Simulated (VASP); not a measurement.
# MgCd3Se4: single point with LDA

The system is MgCd3Se4.

```
Mg Cd Se
1.0
     4.35398    0.00000    0.00000
     0.00000    4.35398    0.00000
     0.00000    0.00000   12.23775
Mg Cd Se
1 3 4
Direct
  0.50000 0.50000 0.50000
  0.00000 0.00000 0.74486
  0.50000 0.50000 0.00000
  0.00000 0.00000 0.25514
  0.50000 0.00000 0.12753
  0.00000 0.50000 0.38319
  0.50000 0.00000 0.61681
  0.00000 0.50000 0.87247
```

```json
{"Program": "VASP 6.6.1", "Task": "single point", "Functional": "LDA", "Potentials or basis": "VASP PAW LDA potentials, release 64 (Mg, Cd, Se)", "Cutoff": "520 eV", "k mesh": "6 × 6 × 4", "Occupations": "gaussian, width 0.02 eV", "Spin": "no spin polarisation"}
```

The pressure is -3.8 GPa and the largest force is 0.149 eV/Å. The band gap on the k mesh is 0.68 eV.

Forces in eV/Å, atoms in the order of the input:
```
Mg   0.000  0.000  0.000
Cd   0.000  0.000 -0.017
Cd   0.000  0.000  0.000
Cd   0.000  0.000  0.017
Se   0.000  0.000  0.002
Se   0.000  0.000 -0.149
Se   0.000  0.000  0.149
Se   0.000  0.000 -0.002
```

Levels at points of the mesh, in eV from the valence-band top:
```csv
k point,band 28,band 29,band 30,band 31,band 32,band 33,band 34,band 35
"(0.00, 0.00, 0.00)",-0.81,-0.06,0.00,0.00,0.68,3.02,3.34,3.35
"(0.50, 0.00, 0.00)",-0.64,-0.58,-0.55,-0.55,2.26,2.62,3.65,4.23
"(0.50, 0.50, 0.00)",-1.61,-1.58,-1.58,-1.57,3.05,3.05,3.41,3.95
"(0.00, 0.00, 0.50)",-0.44,-0.44,-0.17,-0.17,1.77,2.14,3.37,3.37
"(0.50, 0.00, 0.50)",-0.98,-0.64,-0.55,-0.55,2.89,2.90,2.98,3.88
"(0.50, 0.50, 0.50)",-1.79,-1.75,-1.73,-1.73,3.67,3.67,3.88,3.88
```

Wall time 2.1 min on 1 thread of Intel(R) Xeon(R) Platinum 8488C (Sapphire Rapids) (shared host), peak memory 0.42 GiB.

Caveat: the cell stands under tension; semilocal functionals underestimate gaps, and a narrow one can read as zero. A k mesh can miss the band edges.
